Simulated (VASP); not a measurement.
# ZnO (P6_3mc) in VASP: single point with PBE

Aim: the single point of ZnO with PBE.

Everything below comes from runs of VASP 6.6.1. Logs are shortened: lines on timing, memory, paths and dates and some standing lists are left out, and cuts for length are marked.

### 1 The cell of the first run

It takes space group P6_3mc (No. 186, hexagonal). Conventional cell: a = 3.087 Å, b = 3.087 Å, c = 4.944 Å, α = 90.00°, β = 90.00°, γ = 120.00°. Within 2.5 Å of Zn (site symmetry 3m) lie 4 O at 1.88 to 1.89 Å. O (site symmetry 3m) has 4 Zn at 1.88 to 1.89 Å within 2.5 Å.

### 2 Single point, PBE (strain -0.050 along x and y, -0.050 along z)

INCAR

```
PREC = Accurate
ENCUT = 520
EDIFF = 1E-7
ISMEAR = 0
SIGMA = 0.05
LREAL = False
LASPH = True
NELM = 80
ALGO = Normal
ISIF = 2
LWAVE = False
LCHARG = False
GGA = PE
NBANDS = 26
```

KPOINTS

```
regular mesh
0
Gamma
  12 12 6
```

POSCAR

```
ZnO
1.0
    3.0869287877      0.0000000000      0.0000000000
   -1.5434643938      2.6733587498      0.0000000000
    0.0000000000      0.0000000000      4.9436100000
Zn O
2 2
Direct
    0.3333333333      0.6666666667      0.0000000000
    0.6666666667      0.3333333333      0.5000000000
    0.3333333333      0.6666666667      0.3821000000
    0.6666666667      0.3333333333      0.8821000000
```

Potentials or basis: VASP PAW PBE potentials, release 64 (Zn, O).

Started as:

```
$ cat potpaw_PBE.64/Zn/POTCAR potpaw_PBE.64/O/POTCAR > POTCAR
$ mpirun -np 1 vasp_std > vasp.out
```

OUTCAR:

```text
PREC = Accurate
   ENCUT = 520
   EDIFF = 1E-7
   ISMEAR = 0
   LREAL = False
   LASPH = True
   NELM = 80
   ISIF = 2
   GGA = PE

 ion  position               nearest neighbor table
   1  0.333  0.667  0.000-   4 1.88   4 1.88   4 1.88   3 1.89   2 3.05   2 3.05   2 3.05   2 3.05
                             2 3.05   2 3.05
   2  0.667  0.333  0.500-   3 1.88   3 1.88   3 1.88   4 1.89   1 3.05   1 3.05   1 3.05   1 3.05
                             1 3.05   1 3.05
   3  0.333  0.667  0.382-   2 1.88   2 1.88   2 1.88   1 1.89
   4  0.667  0.333  0.882-   1 1.88   1 1.88   1 1.88   2 1.89

  LATTYP: Found a hexagonal cell.
 ALAT       =     3.0869287877
 C/A-ratio  =     1.6014655148

  Lattice vectors:

 A1 = (   3.0869287877,   0.0000000000,   0.0000000000)
 A2 = (  -1.5434643938,   2.6733587498,   0.0000000000)
 A3 = (   0.0000000000,   0.0000000000,   4.9436100000)

Analysis of symmetry for initial positions (statically):
=====================================================================
 Subroutine PRICEL returns:
 Original cell was already a primitive cell.

 Routine SETGRP: Setting up the symmetry group for a
 hexagonal supercell.

 Subroutine GETGRP returns: Found 12 space group operations
 (whereof  6 operations were pure point group operations)
 out of a pool of 24 trial point group operations.

The static configuration has the point symmetry C_3v.
 The point group associated with its full space group is C_6v.

Analysis of symmetry for dynamics (positions and initial velocities):
=====================================================================
 Subroutine PRICEL returns:
 Original cell was already a primitive cell.

 Routine SETGRP: Setting up the symmetry group for a
 hexagonal supercell.

 Subroutine GETGRP returns: Found 12 space group operations
 (whereof  6 operations were pure point group operations)
 out of a pool of 24 trial point group operations.

The dynamic configuration has the point symmetry C_3v.
 The point group associated with its full space group is C_6v.

 Subroutine INISYM returns: Found 12 space group operations
 (whereof  6 operations are pure point group operations),
 and found     1 'primitive' translations

----------------------------------------------------------------------------------------

                                     Primitive cell
[... 93 lines left out ...]
   ENCUT  =  520.0 eV  38.22 Ry    6.18 a.u.   5.74  5.74  9.19*2*pi/ulx,y,z
   NELM   =     80;   NELMIN=  2; NELMDL= -5     # of ELM steps
   EDIFF  = 0.1E-06   stopping-criterion for ELM
   LREAL  =      F    real-space projection
   EDIFFG = 0.1E-05   stopping-criterion for IOM
   NSW    =      0    number of steps for IOM
   IBRION =     -1    ionic relax: 0-MD 1-quasi-New 2-CG
   NFREE  =      0    steps in history (QN), initial steepest desc. (CG)
   ISIF   =      2    stress and relaxation
   ISYM   =      2    0-nonsym 1-usesym 2-fastsym
   POTIM  = 0.5000    time-step for ionic-motion
   TEBEG  =    0.0;   TEEND  =   0.0 temperature during run
   PSTRESS=    0.0 pullay stress
   NELECT =      36.0000    total number of electrons
   NUPDOWN=      -1.0000    fix difference up-down
   EMIN   =  10.00;   EMAX   =-10.00  energy-range for DOS
   EFERMI =   0.00;   METHOD = LEGACY
   ISMEAR =     0;   SIGMA  =   0.05  broadening in eV -4-tet -1-fermi 0-gaus
   EFERMI_NEDOS =   21; number of points for ismear=-14 and -15
   IALGO  =     38    algorithm
   IMIX   =      4    mixing-type and parameters
     AMIX     =   0.40;   BMIX     =  1.00
     AMIX_MAG =   1.60;   BMIX_MAG =  1.00
  volume/ion in A,a.u.               =      10.20        68.83
  Fermi-wavevector in a.u.,A,eV,Ry     =   1.570241  2.967325 33.547297  2.465657
  Thomas-Fermi vector in A             =   2.672004
   LORBIT       =      0    0 simple, 1 ext, 2 COOP (PROOUT), +10 PAW based schemes
   GGA     = PE    functional components
   LHFCALC =     F    Hartree Fock is set to
   AEXX    =    0.0000 exact exchange contribution
   IVDW    =     0    specifies the selected vdW correction
   LEPSILON=     F    determine dielectric tensor
   LRPA    =     F    only Hartree local field effects (RPA)
 non-spin polarized calculation
 Gauss-broadening in eV      SIGMA  =   0.05
  energy-cutoff  :      520.00
  volume of cell :       40.80
 maximum number of plane-waves:      1124
 NGX is ok and might be reduce to    24
   NGX = 11   NGY = 11   NGZ = 19

 number of electron      36.0000025 magnetization

 Free energy of the ion-electron system (eV)
  ---------------------------------------------------
  ext. energy  EPLUGINS =         0.00000000
  ---------------------------------------------------
  free energy    TOTEN  =       -16.94739142 eV

  energy without entropy =      -16.94739142  energy(sigma->0) =      -16.94739142

 E-fermi :   2.9878     XC(G=0): -11.7615

 val. band max:        2.7614366922   @ k =   0.0000   0.0000   0.0000
 cond. band min:       3.7678982592   @ k =   0.0000   0.0000   0.0000
 fundamental gap:      1.0064615670
 Fermi energy:         2.9877908159

 k-point     1 :       0.0000    0.0000    0.0000
  band No.  band energies     occupation
      1     -16.7385      2.00000
      2     -15.7424      2.00000
      3      -4.1947      2.00000
      4      -3.8701      2.00000
      5      -3.8701      2.00000
      6      -3.7461      2.00000
[... 685 lines left out ...]
     25      17.0745      0.00000
     26      17.8597      0.00000

 [... further k-points ...]

------------------------ aborting loop because EDIFF is reached ----------------------------------------

  FORCE on cell =-STRESS in cart. coord.  units (eV):
  Direction    XX          YY          ZZ          XY          YZ          ZX
  --------------------------------------------------------------------------------------
  -------------------------------------------------------------------------------------
  Total       10.0311880     10.0311880      9.8817907      0.0000000      0.0000000      0.0000000
  in kB      393.9443692    393.9443692    388.0772447      0.0000000      0.0000000      0.0000000
  external PRESSURE =     391.9886610 kB  Pullay stress =       0.0000000 kB

 VOLUME and BASIS-vectors are now :
 -----------------------------------------------------------------------------
  energy-cutoff  :      520.00
  volume of cell :       40.80
      direct lattice vectors                 reciprocal lattice vectors
     3.086928788  0.000000000  0.000000000     0.323946572  0.187030641  0.000000000
    -1.543464394  2.673358750  0.000000000     0.000000000  0.374061282  0.000000000
     0.000000000  0.000000000  4.943610000     0.000000000  0.000000000  0.202281329

 POSITION                                       TOTAL-FORCE (eV/Angst)
 -----------------------------------------------------------------------------------
     -0.00000      1.78224      0.00000        -0.000000     -0.000000      0.039246
      1.54346      0.89112      2.47180        -0.000000     -0.000000      0.039246
     -0.00000      1.78224      1.88895         0.000000      0.000000     -0.039246
      1.54346      0.89112      4.36076        -0.000000      0.000000     -0.039246
 -----------------------------------------------------------------------------------
    total drift:                               -0.000000     -0.000000     -0.000757

  FREE ENERGIE OF THE ION-ELECTRON SYSTEM (eV)
  ---------------------------------------------------
  free  energy   TOTEN  =       -16.9473914236 eV

  energy  without entropy=      -16.9473914236  energy(sigma->0) =      -16.94739142
```

Wall time 44 s (1 thread of AMD EPYC 9R45 (Zen 5), shared host); peak memory 0.17 GiB.

Results:

| Quantity | Value |
| --- | --- |
| Free energy | -16.9474 eV |
| Pressure | 39.2 GPa |
| Largest force | 0.039 eV/Å |
| Band gap on the k mesh | 1.01 eV, direct |

Forces in eV/Å, atoms in the order of the input:
```
Zn   0.000  0.000  0.039
Zn   0.000  0.000  0.039
O    0.000  0.000 -0.039
O    0.000  0.000 -0.039
```

Caveat: the cell differs from its parent crystal (strain -0.050 along x and y, -0.050 along z).
